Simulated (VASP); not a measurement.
# BaTiO3 in VASP: further runs, part 3 of 3

VASP 6.6.1.

## (5) Electric field gradients, PBEsol (equal xx and yy strain of -1 %)

The input, INCAR:

```
PREC = Accurate ; ENCUT = 1000
EDIFF = 1E-8 ; ISMEAR = -1
SIGMA = 0.03 ; LREAL = F
LASPH = T ; NELM = 120
ALGO = Normal ; ISIF = 2
LWAVE = F ; LCHARG = F
GGA = PS ; LEFG = T
NBANDS = 28 ; GGA_COMPAT = F
```

The input, KPOINTS:

```
Automatic mesh
0
Gamma
  7 7 7
```

The input, POSCAR:

```
BaTiO3
1.0
    3.9598020000      0.0000000000      0.0000000000
    0.0000000000      3.9598020000      0.0000000000
    0.0000000000      0.0000000000      4.0180000000
Ba Ti O
1 1 3
Direct
    0.0000000000      0.0000000000      0.0000000000
    0.5000000000      0.5000000000      0.5000000000
    0.5000000000      0.5000000000      0.0000000000
    0.5000000000      0.0000000000      0.5000000000
    0.0000000000      0.5000000000      0.5000000000
```

Potentials or basis: VASP PAW PBE potentials, release 64 (Ba_sv, Ti_sv, O_h).

Run with:

```
$ cat potpaw_PBE.64/Ba_sv/POTCAR potpaw_PBE.64/Ti_sv/POTCAR potpaw_PBE.64/O_h/POTCAR > POTCAR
$ mpirun -np 1 vasp_std > vasp.out
```

OUTCAR:

```text
PREC = Accurate
   ENCUT = 1000
   EDIFF = 1E-8
   ISMEAR = -1
   LREAL = F
   LASPH = T
   NELM = 120
   ISIF = 2
   GGA = PS

 ion  position               nearest neighbor table
   1  0.000  0.000  0.000-   3 2.80   3 2.80   3 2.80   3 2.80   5 2.82   4 2.82   5 2.82   5 2.82
                             5 2.82   4 2.82   4 2.82   4 2.82   2 3.45   2 3.45   2 3.45   2 3.45
   2  0.500  0.500  0.500-   4 1.98   5 1.98   4 1.98   5 1.98   3 2.01   3 2.01   1 3.45   1 3.45
                             1 3.45   1 3.45   1 3.45   1 3.45   1 3.45   1 3.45
   3  0.500  0.500  0.000-   2 2.01   2 2.01   1 2.80   1 2.80   1 2.80   1 2.80
   4  0.500  0.000  0.500-   2 1.98   2 1.98   1 2.82   1 2.82   1 2.82   1 2.82
   5  0.000  0.500  0.500-   2 1.98   2 1.98   1 2.82   1 2.82   1 2.82   1 2.82

  LATTYP: Found a simple tetragonal cell.
 ALAT       =     3.9598020000
 C/A-ratio  =     1.0146971995

  Lattice vectors:

 A1 = (   3.9598020000,   0.0000000000,   0.0000000000)
 A2 = (   0.0000000000,   3.9598020000,   0.0000000000)
 A3 = (   0.0000000000,   0.0000000000,   4.0180000000)

Analysis of symmetry for initial positions (statically):
=====================================================================
 Subroutine PRICEL returns:
 Original cell was already a primitive cell.

 Routine SETGRP: Setting up the symmetry group for a
 simple tetragonal supercell.

 Subroutine GETGRP returns: Found 16 space group operations
 (whereof 16 operations were pure point group operations)
 out of a pool of 16 trial point group operations.

The static configuration has the point symmetry D_4h.

Analysis of symmetry for dynamics (positions and initial velocities):
=====================================================================
 Subroutine PRICEL returns:
 Original cell was already a primitive cell.

 Routine SETGRP: Setting up the symmetry group for a
 simple tetragonal supercell.
[... 918 lines left out ...]
  Total        0.7195573      0.7195573     -0.4442196      0.0000000      0.0000000      0.0000000
  in kB       18.2986513     18.2986513    -11.2966960      0.0000000      0.0000000      0.0000000
  external PRESSURE =       8.4335355 kB  Pullay stress =       0.0000000 kB

 VOLUME and BASIS-vectors are now :
 -----------------------------------------------------------------------------
  energy-cutoff  :     1000.00
  volume of cell :       63.00
      direct lattice vectors                 reciprocal lattice vectors
     3.959802000  0.000000000  0.000000000     0.252537879  0.000000000  0.000000000
     0.000000000  3.959802000  0.000000000     0.000000000  0.252537879  0.000000000
     0.000000000  0.000000000  4.018000000     0.000000000  0.000000000  0.248880040

 POSITION                                       TOTAL-FORCE (eV/Angst)
 -----------------------------------------------------------------------------------
      0.00000      0.00000      0.00000         0.000000      0.000000      0.000000
      1.97990      1.97990      2.00900         0.000000      0.000000      0.000000
      1.97990      1.97990      0.00000         0.000000      0.000000      0.000000
      1.97990      0.00000      2.00900         0.000000      0.000000      0.000000
      0.00000      1.97990      2.00900         0.000000      0.000000      0.000000
 -----------------------------------------------------------------------------------
    total drift:                                0.000000     -0.000000     -0.000000

  FREE ENERGIE OF THE ION-ELECTRON SYSTEM (eV)
  ---------------------------------------------------
  free  energy   TOTEN  =       -41.9988940779 eV

  energy  without entropy=      -41.9988940778  energy(sigma->0) =      -41.99889408

 Electric field gradients (V/A^2)
---------------------------------------------------------------------
 ion       V_xx      V_yy      V_zz      V_xy      V_xz      V_yz
---------------------------------------------------------------------
   1      -1.417    -1.417     2.833    -0.000     0.000     0.000
   2      -6.536    -6.536    13.072     0.000     0.000    -0.000
   3     -12.985   -12.985    25.971     0.000     0.000    -0.000
   4     -11.955    19.019    -7.063    -0.000     0.000     0.000
   5      19.019   -11.955    -7.063     0.000     0.000    -0.000
---------------------------------------------------------------------

 Electric field gradients after diagonalization (V/A^2)
 (convention: |V_zz| > |V_xx| > |V_yy|)
----------------------------------------------------------------------
 ion       V_xx      V_yy      V_zz     asymmetry (V_yy - V_xx)/ V_zz
----------------------------------------------------------------------
   1      -1.417    -1.417     2.833       0.000
   2      -6.536    -6.536    13.072       0.000
   3     -12.985   -12.985    25.971       0.000
   4     -11.955    -7.063    19.019       0.257
   5     -11.955    -7.063    19.019       0.257
----------------------------------------------------------------------

           NMR quadrupolar parameters

 Cq : quadrupolar parameter    Cq=e*Q*V_zz/h
 eta: asymmetry parameters     (V_yy - V_xx)/ V_zz
 Q  : nuclear electric quadrupole moment in mb (millibarn)
----------------------------------------------------------------------
 ion       Cq(MHz)       eta       Q (mb)
----------------------------------------------------------------------
   1       0.007       0.000       1.000
   2       0.032       0.000       1.000
   3       0.063       0.000       1.000
   4       0.046       0.257       1.000
   5       0.046       0.257       1.000
----------------------------------------------------------------------
```

It took 6.3 min on 1 thread of AMD EPYC 7R43 (Zen 3), shared host; peak memory 0.34 GiB.

Results:

```yaml
Free_energy: -41.9989 eV
Pressure: 0.8 GPa
Band_gap_on_the_k_mesh: 1.79 eV (least direct gap 1.85 eV)
Largest_electric_field_gradient_by_atom: Ba +2.8; Ti +13.1; O +26.0, +19.0 (each value once) V/Å²
```

Stress tensor (GPa, compression positive):
```
 1.83  0.00  0.00
 0.00  1.83  0.00
 0.00  0.00 -1.13
```

Levels at points of the mesh, in eV from the valence-band top:
| k point | band 18 | band 19 | band 20 | band 21 | band 22 | band 23 |
| --- | --- | --- | --- | --- | --- | --- |
| (0.00, 0.00, 0.00) | -0.08 | -0.06 | -0.06 | 1.79 | 1.79 | 1.82 |

Electric field gradients, principal values (V/Å²):
| atom | least | middle | greatest (by size) |
| --- | --- | --- | --- |
| 1 Ba | -1.417 | -1.417 | 2.833 |
| 2 Ti | -6.536 | -6.536 | 13.072 |
| 3 O | -12.985 | -12.985 | 25.971 |
| 4 O | -7.063 | -11.955 | 19.019 |
| 5 O | -7.063 | -11.955 | 19.019 |

Caveat: the cell differs from its parent crystal (equal xx and yy strain of -1 %); without QUAD_EFG the Cq values of the log hold for a quadrupole moment of 1 mb, not for the nuclei; the PAW data sets were made with another functional, which shifts forces and pressure a little; spin-orbit coupling is left out, which moves the levels of the heavy elements. A k mesh can miss the band edges.

## (6) Overview

| potentials or basis | cell | cutoff (eV) | gap on the mesh (eV) | pressure (GPa) |
| --- | --- | --- | --- | --- |
| VASP PAW PBE potentials, release 64 (Ba_sv, Ti_sv, O_h) | a = 3.946, b = 3.946, c = 3.964 Å, 5 atoms | 1000 | 1.84 | 4.7 |
| VASP PAW PBE potentials, release 64 (Ba_sv, Ti_sv, O) | a = 4.001, b = 4.001, c = 4.019 Å, angles 91.7°, 5 atoms | 520 | 1.55 | -2.5 |
| VASP PAW PBE potentials, release 64 (Ba_sv, Ti_sv, O) | a = 4.000, b = 4.000, c = 4.018 Å, angles 90.6°, 5 atoms | 520 | 1.71 | -2.8 |
| VASP PAW PBE potentials, release 64 (Ba_sv, Ti_sv, O_h) | a = 3.960, b = 3.960, c = 4.018 Å, 5 atoms | 1000 | 1.79 | 0.8 |

Alike in all rows: task electric field gradients; level PBEsol; no spin polarisation; k mesh 7 × 7 × 7; smearing fermi-dirac 0.03 eV.

Caveats: the PAW data sets were made with another functional, which shifts forces and pressure a little; spin-orbit coupling is left out, which moves the levels of the heavy elements; the cell stands under pressure (at least some runs).

Total energies depend on the potentials used, so only differences within one code and one set of settings carry meaning.
